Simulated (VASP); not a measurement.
## SnO2: single point with LDA

SnO2:

```xyz
6
Lattice="4.7213 0.0000 0.0000 0.0000 4.7242 0.0000 0.0000 0.0000 3.1900" Properties=species:S:1:pos:R:3 pbc="T T T"
Sn    2.3606    2.3621    1.5950
Sn    0.0000    0.0000    0.0000
O     1.4073    1.4837    0.0000
O     3.7680    0.8784    1.5950
O     0.9533    3.8458    1.5950
O     3.3139    3.2406    0.0000
```

This cell differs from its parent crystal: atoms displaced along a vibrational mode.

```json
{
 "Program": "VASP 6.6.1",
 "Task": "single point",
 "Functional": "LDA",
 "Potentials or basis": "VASP PAW LDA potentials, release 64 (Sn_d, O)",
 "Cutoff": "520 eV",
 "k mesh": "6 × 6 × 8",
 "Occupations": "gaussian, width 0.05 eV",
 "Spin": "no spin polarisation"
}
```

```json
{
 "Pressure": "0.9 GPa",
 "Largest force": "0.034 eV/Å",
 "Band gap on the k mesh": "1.22 eV"
}
```

Forces on the atoms (eV/Å):
```
Sn   0.000  0.000  0.000
Sn   0.000  0.000  0.000
O    0.011 -0.032  0.000
O    0.011  0.032  0.000
O   -0.011 -0.032  0.000
O   -0.011  0.032  0.000
```

Stress tensor (GPa, compression positive):
```
0.48 0.00 0.00
0.00 1.04 0.00
0.00 0.00 1.25
```

Levels at points of the mesh, in eV from the valence-band top:
```tsv
k point	band 22	band 23	band 24	band 25	band 26	band 27	band 28	band 29	band 30	band 31
(0.00, 0.00, 0.00)	-1.28	-1.23	-0.80	-0.77	0.00	1.22	5.97	6.08	6.12	10.16
(0.50, 0.00, 0.00)	-1.95	-1.21	-1.21	-0.58	-0.58	4.32	4.32	6.71	6.71	10.88
(0.00, 0.50, 0.00)	-2.07	-1.22	-1.22	-0.68	-0.68	4.41	4.41	6.99	6.99	10.79
(0.50, 0.50, 0.00)	-2.05	-1.34	-1.34	-0.89	-0.89	4.76	4.76	7.33	7.33	10.84
(0.00, 0.00, 0.50)	-2.70	-1.71	-1.71	-1.25	-1.25	6.08	6.08	9.55	9.55	10.40
(0.50, 0.00, 0.50)	-1.85	-1.07	-1.07	-0.74	-0.74	6.39	6.39	7.97	7.97	10.63
(0.00, 0.50, 0.50)	-1.68	-1.17	-1.17	-0.66	-0.66	6.33	6.33	7.85	7.85	10.94
(0.50, 0.50, 0.50)	-2.42	-0.97	-0.97	-0.82	-0.82	4.74	4.74	8.66	8.66	10.79
```

It took 92 s on 1 thread of AMD EPYC 9R45 96-Core Processor (Zen 5) (shared host), peak memory 0.23 GiB.

Caveat: the cell differs from its parent crystal (atoms displaced along a vibrational mode); spin-orbit coupling is left out, which moves the levels of the heavy elements.
